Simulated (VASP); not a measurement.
# CdS5 (C2) in VASP: a series of runs, part 3 of 3

VASP 6.6.1. The steps go on from the part before.

## 5. Relaxation of cell and atoms, PBE

This run uses another cell than the first one, of 22.49 Å³/atom.

INCAR reads:

```
SYSTEM = CdS5
PREC = Accurate
ENCUT = 630
EDIFF = 1E-7
ISMEAR = 0
SIGMA = 0.2
LREAL = .False.
LASPH = .True.
NELM = 120
ALGO = Normal
ISIF = 3
LWAVE = .False.
LCHARG = .False.
GGA = PE
IBRION = 2
NSW = 36
EDIFFG = -0.08
GGA_COMPAT = .False.
NELMIN = 4
```

KPOINTS reads:

```
regular mesh
0
Gamma
  4 4 2
  0 0 0
```

POSCAR reads:

```
CdS5
1.0
    2.9700000000     -2.9700000000      0.0000000000
    2.9700000000      2.9700000000      0.0000000000
    0.0000000000      0.0000000000      7.6500000000
Cd S
1 5
Direct
    0.0000000000      0.0000000000      0.0000000000
    0.7540000000      0.1280000000      0.7060000000
    0.0200000000      0.9800000000      0.5000000000
    0.8720000000      0.2460000000      0.2940000000
    0.5000000000      0.0000000000      0.1900000000
    0.0000000000      0.5000000000      0.8100000000
```

Potentials or basis: VASP PAW PBE potentials, release 64 (Cd_sv_GW, S).

Command:

```sh
> cat potpaw_PBE.64/Cd_sv_GW/POTCAR potpaw_PBE.64/S/POTCAR > POTCAR
> mpirun -np 1 vasp_std > vasp.out
```

OUTCAR:

```text
SYSTEM = CdS5
   PREC = Accurate
   ENCUT = 630
   EDIFF = 1E-7
   ISMEAR = 0
   LREAL = .False.
   LASPH = .True.
   NELM = 120
   ISIF = 3
   GGA = PE
   IBRION = 2
   NSW = 36
   EDIFFG = -0.08
   NELMIN = 4

 ion  position               nearest neighbor table
   1  0.000  0.000  0.000-   2 2.53   4 2.53   5 2.55   6 2.55   6 2.55   5 2.55
   2  0.754  0.128  0.706-   3 2.03   6 2.04   1 2.53
   3  0.020  0.980  0.500-   2 2.03   4 2.03
   4  0.872  0.246  0.294-   3 2.03   5 2.04   1 2.53
   5  0.500  0.000  0.190-   4 2.04   1 2.55   1 2.55
   6  0.000  0.500  0.810-   2 2.04   1 2.55   1 2.55

  LATTYP: Found a simple tetragonal cell.
 ALAT       =     4.2002142802
 C/A-ratio  =     1.8213356485

  Lattice vectors:

 A1 = (   2.9700000000,  -2.9700000000,   0.0000000000)
 A2 = (   2.9700000000,   2.9700000000,   0.0000000000)
 A3 = (   0.0000000000,   0.0000000000,   7.6500000000)

Analysis of symmetry for initial positions (statically):
=====================================================================
 Subroutine PRICEL returns:
 Original cell was already a primitive cell.

 Routine SETGRP: Setting up the symmetry group for a
 simple tetragonal supercell.

 Subroutine GETGRP returns: Found  2 space group operations
[... 166 lines left out ...]
------------------------ aborting loop because EDIFF is reached ----------------------------------------

  FORCE on cell =-STRESS in cart. coord.  units (eV):
  Direction    XX          YY          ZZ          XY          YZ          ZX
  --------------------------------------------------------------------------------------
  -------------------------------------------------------------------------------------
  Total        7.4375664      9.7545211     11.2590646      0.0000000      0.0000000      2.4174695
  in kB       88.2952033    115.8009721    133.6621876      0.0000000      0.0000000     28.6990330
  external PRESSURE =     112.5861210 kB  Pullay stress =       0.0000000 kB
[... 101 lines left out ...]
  FREE ENERGIE OF THE ION-ELECTRON SYSTEM (eV)
  ---------------------------------------------------
  free  energy   TOTEN  =       -20.0937782963 eV

  energy  without entropy=      -20.0699469744  energy(sigma->0) =      -20.08186264

[... ionic steps 4 to 25 ...]

--------------------------------------- Ionic step       26  -------------------------------------------

 number of electron      49.9999988 magnetization

------------------------ aborting loop because EDIFF is reached ----------------------------------------
[... 75 lines left out ...]
--------------------------------------- Ionic step       28  -------------------------------------------

 number of electron      49.9999984 magnetization

 Free energy of the ion-electron system (eV)
  ---------------------------------------------------
  ext. energy  EPLUGINS =         0.00000000
  ---------------------------------------------------
  free energy    TOTEN  =       -21.74756608 eV

  energy without entropy =      -21.74756608  energy(sigma->0) =      -21.74756608

 E-fermi :   2.5725     XC(G=0):  -8.0430

 val. band max:        1.7829368694   @ k =   0.2500   0.2500   0.0000
 cond. band min:       3.3410030754   @ k =   0.0000   0.0000   0.0000
 fundamental gap:      1.5580662060
 Fermi energy:         2.5724957248

 k-point     1 :       0.0000    0.0000    0.0000
  band No.  band energies     occupation
      1    -100.0940      2.00000
      2     -61.1929      2.00000
      3     -61.1578      2.00000
      4     -61.1401      2.00000
      5     -14.1983      2.00000
      6     -12.8892      2.00000
[... 484 lines left out ...]
  FREE ENERGIE OF THE ION-ELECTRON SYSTEM (eV)
  ---------------------------------------------------
  free  energy   TOTEN  =       -21.7475660818 eV

  energy  without entropy=      -21.7475660788  energy(sigma->0) =      -21.74756608

 reached required accuracy - stopping structural energy minimisation
```

CONTCAR:

```text
CdS5
   1.00000000000000
     2.8418158498427348   -3.3489788358957129   -0.3118928091244653
     2.8418158498427348    3.3489788358957129   -0.3118928091244653
    -1.0940194526563205    0.0000000000000000    8.9764919002737447
  Cd              S
     1     5
Direct
     0.0277793799486865    0.9722206200513136    0.0000000000000000
     0.7102812292346988    0.1857321778035221    0.6762306421593429
     0.9403104128411219    0.0596895871588781    0.5000000000000000
     0.8142678221964780    0.2897187707653016    0.3237693578406570
     0.5775087322427680    0.9241475764637519    0.1484368785808446
     0.0758524235362480    0.4224912677572321    0.8515631214191557

  0.00000000E+00  0.00000000E+00  0.00000000E+00
  0.00000000E+00  0.00000000E+00  0.00000000E+00
  0.00000000E+00  0.00000000E+00  0.00000000E+00
  0.00000000E+00  0.00000000E+00  0.00000000E+00
  0.00000000E+00  0.00000000E+00  0.00000000E+00
  0.00000000E+00  0.00000000E+00  0.00000000E+00
```

Run time: 20 min. Hardware: 1 thread of Intel Xeon Platinum 8559C (Emerald Rapids), shared host; peak memory 0.33 GiB.

Results:

```
Free energy                           : -21.7476 eV
Relaxed volume                        : 28.10 Å³/atom
Relaxed cell                          : a = 4.403 Å, b = 4.403 Å, c = 9.043 Å, α = 98.53°, β = 98.53°, γ = 99.03°
Space group after relaxing (to 0.1 Å) : C2 (No. 5)
Energy gained by relaxing             : 418.0 meV/atom
Ionic steps                           : 28
Pressure after relaxing               : 0.0 GPa
Largest force after relaxing          : 0.053 eV/Å
Band gap on the k mesh                : 1.56 eV (least direct gap 1.70 eV)
```

Forces in eV/Å, atoms in the order of the input:
```
Cd   0.000 -0.017  0.000
S    0.035  0.007 -0.004
S    0.000  0.004  0.000
S   -0.035  0.007  0.004
S    0.052  0.000  0.009
S   -0.052  0.000 -0.009
```

Stress tensor (GPa, compression positive):
```
-0.08  0.00 -0.08
 0.00 -0.06  0.00
-0.08  0.00  0.00
```

Step by step:
```tsv
step	energy change (eV)	largest force (eV/Å)	pressure (GPa)	volume (Å³)
1	0.0000	2.3415	11.26	134.96
2	-0.5710	2.4172	-4.98	168.16
3	-0.8543	1.4334	-0.69	154.41
4	-1.3110	1.2285	-0.82	158.63
5	-1.6672	0.8092	-0.25	164.54
6	-1.4545	2.4002	2.33	176.05
7	-1.7288	1.0322	0.50	168.48
8	-1.9091	1.0637	-1.50	175.05
9	-1.9166	1.2583	-1.90	176.59
10	-2.0939	0.5995	-0.82	173.06
11	-2.1871	0.9932	0.73	167.93
12	-2.2879	0.5131	-1.14	167.58
13	-2.2879	0.5149	-1.12	167.58
14	-2.3769	0.4891	-0.60	162.73
15	-2.3985	0.5298	-0.08	159.41
16	-2.4376	0.3326	0.29	158.22
17	-2.4545	0.2950	0.81	156.75
18	-2.4701	0.3722	-0.14	160.06
19	-2.4711	0.2441	0.04	159.38
20	-2.4866	0.1231	0.37	161.33
21	-2.4880	0.1814	0.50	162.08
22	-2.4957	0.1339	-0.08	165.67
23	-2.4958	0.1223	-0.03	165.35
24	-2.4994	0.0963	-0.06	166.13
25	-2.5031	0.1223	-0.14	168.08
26	-2.5060	0.0873	0.03	168.11
27	-2.5062	0.1158	0.09	168.12
28	-2.5080	0.0525	-0.05	168.58
```

Final structure:
```
CELL_PARAMETERS angstrom
2.84182 -3.34898 -0.31189
2.84182 3.34898 -0.31189
-1.09402 0.00000 8.97649
ATOMIC_POSITIONS crystal
Cd 0.02778 0.97222 0.00000
S 0.71028 0.18573 0.67623
S 0.94031 0.05969 0.50000
S 0.81427 0.28972 0.32377
S 0.57751 0.92415 0.14844
S 0.07585 0.42249 0.85156
```

Levels at points of the mesh, in eV from the valence-band top:
```
           k point  band 21  band 22  band 23  band 24  band 25  band 26  band 27  band 28  band 29  band 30
(0.00, 0.00, 0.00)    -2.06    -1.95    -0.72    -0.67    -0.25     1.56     2.35     2.78     3.07     3.42
(0.50, 0.00, 0.00)    -2.17    -1.85    -1.13    -0.49    -0.16     2.35     2.73     3.01     3.48     3.97
(0.50, 0.50, 0.00)    -2.08    -1.58    -1.24    -0.89    -0.31     1.68     3.21     3.91     4.17     4.45
(0.00, 0.00, 0.50)    -1.83    -1.60    -1.45    -0.73    -0.06     1.92     2.45     2.60     3.08     3.14
(0.50, 0.00, 0.50)    -2.14    -1.43    -1.21    -0.64    -0.06     1.75     2.63     3.08     3.88     4.04
(0.50, 0.50, 0.50)    -1.94    -1.81    -1.52    -0.75    -0.27     2.06     2.96     3.76     4.03     4.05
```

Caveat: the volume moved by over 15 % at a fixed basis, so the end points are rough; the relaxation stopped at a loose force limit of 0.08 eV/Å, so its end isn't a converged minimum.

## 6. Summary

| task | potentials or basis | cell | k mesh | cutoff (eV) | smearing | gap on the mesh (eV) | pressure (GPa) | relaxed volume (Å³/atom) | largest force (eV/Å) |
| --- | --- | --- | --- | --- | --- | --- | --- | --- | --- |
| single point | VASP PAW PBE potentials, release 64 (Cd_sv_GW, S) | a = 4.493, b = 4.493, c = 9.251 Å, angles 101.3, 101.3, 97.2°, 6 atoms, atomic positions A | 4 × 4 × 2 | 630 | gaussian 0.2 eV | 1.46 | -0.2 | - | 0.07 |
| single point | VASP PAW PBE potentials, release 64 (Cd_sv_GW, S) | a = 4.462, b = 4.462, c = 17.735 Å, angles 91.6, 91.6, 96.1°, 12 atoms, atomic positions B | 4 × 4 × 1 | 630 | gaussian 0.1 eV | 1.42 | -0.3 | - | 0.12 |
| relaxation of cell and atoms | VASP PAW PBE potentials, release 64 (Cd, S) | relaxed from a = 4.493, b = 4.493, c = 9.251 Å, angles 101.3, 101.3, 97.2°, 6 atoms, atomic positions A | 6 × 6 × 4 | 600 | gaussian 0.02 eV | 1.38 | 0.0 | 29.23 | 0.01 |
| relaxation of cell and atoms | VASP PAW PBE potentials, release 64 (Cd_sv_GW, S) | relaxed from a = 4.200, b = 4.200, c = 7.650 Å, 6 atoms, atomic positions C | 4 × 4 × 2 | 630 | gaussian 0.2 eV | 1.56 | 0.0 | 28.10 | 0.05 |

Alike in all rows: level PBE; no spin polarisation.

Caveats: the volume moved by over 15 % at a fixed basis, so the end points are rough (at least some runs); the relaxation stopped at a loose force limit of 0.08 eV/Å, so its end isn't a converged minimum (at least some runs).

Total energies depend on the potentials used, so only differences within one code and one set of settings carry meaning.
